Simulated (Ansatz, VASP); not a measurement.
TiB5: VASP beside Ansatz

```
Ti B
1.0
     0.00000    2.91917    2.91917
     2.91917    0.00000    2.91917
     2.91917    2.91917    0.00000
Ti B
1 5
Direct
  0.00000 0.00000 0.00000
  0.25000 0.25000 0.25000
  0.12776 0.62408 0.62408
  0.62408 0.62408 0.62408
  0.62408 0.62408 0.12776
  0.62408 0.12776 0.62408
```

Change from the starting cell: species swapped into the TmCu5 type (F-43m, No. 216).

Alike in both runs: task single point; functional PBE; k mesh 6 × 6 × 6; occupations gaussian, width 0.1 eV; no spin polarisation.

|  | VASP | Ansatz |
| --- | --- | --- |
| version | VASP 6.6.1 | Ansatz 0.2.0 |
| potentials or method | VASP PAW PBE potentials, release 64 (Ti_sv, B), cutoff 520 eV | scalar-relativistic, plane waves, PAW |
| valence electrons in the cell | 27 | 27 |

```tsv
	VASP	Ansatz	Ansatz less VASP
gap on the k mesh at the Fermi level (eV)	none	none	-
pressure (GPa)	-20.7	-20.6	+0.06
rms of the force components (eV/Å)	0.229	0.229	-0.0003
```

Atom by atom the forces differ by 0.000 eV/Å (rms over components). A gap of «none» marks a metal or a gap that the smearing closes. With one functional, cell and mesh, what is left measures potentials, basis and numerics.
